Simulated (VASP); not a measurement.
Crystal: CoO.

```
CELL_PARAMETERS angstrom
-1.50800 1.50800 2.10725
1.50800 -1.50800 2.10725
1.50800 1.50800 -2.10725
ATOMIC_POSITIONS crystal
Co 0.00000 0.00000 0.00000
O 0.50000 0.50000 0.00000
```

Base run:

- Program: VASP 6.6.1
- Functional: PBE
- Potentials or basis: VASP PAW PBE potentials, release 64 (Co, O)
- Cutoff: 520 eV
- k mesh: 12 × 12 × 12
- Occupations: fermi-dirac, width 0.05 eV
- Spin: collinear spin, ferromagnetic start
- Starting moments: [1.71, 0.0] μB

Its results: pressure -0.7 GPa; net moment 2.88 μB per cell; site moments Co +2.54; O +0.29 μB.

Q: After a change of settings the same cell gave: pressure -9.7 GPa; net moment 2.92 μB per cell; site moments Co +2.56; O +0.31 μB. Which change was it?
A. occupations from fermi-dirac, width 0.05 eV to gaussian, width 0.02 eV; moments at the start from [1.71, 0.0] to [2.0, 0.0]
B. moments at the start from [1.71, 0.0] to [0.5, 0.0]; fixed moment from none to 0.5 μB
C. cutoff from 520 eV to 600 eV; k mesh from 12 × 12 × 12 to 7 × 7 × 7; moments at the start from [1.71, 0.0] to [2.0, 0.0]
D. functional from PBE to PBEsol; further incar settings from ALGO = Normal; EDIFF = 1e-06; NBANDS = 18 to ALGO = Normal; EDIFF = 1e-07; NBANDS = 18

A: D.

Caveats: a cell with one magnetic atom can't hold antiferromagnetic order, which such compounds often take; the PAW data sets were made with another functional, which shifts forces and pressure a little (some runs).
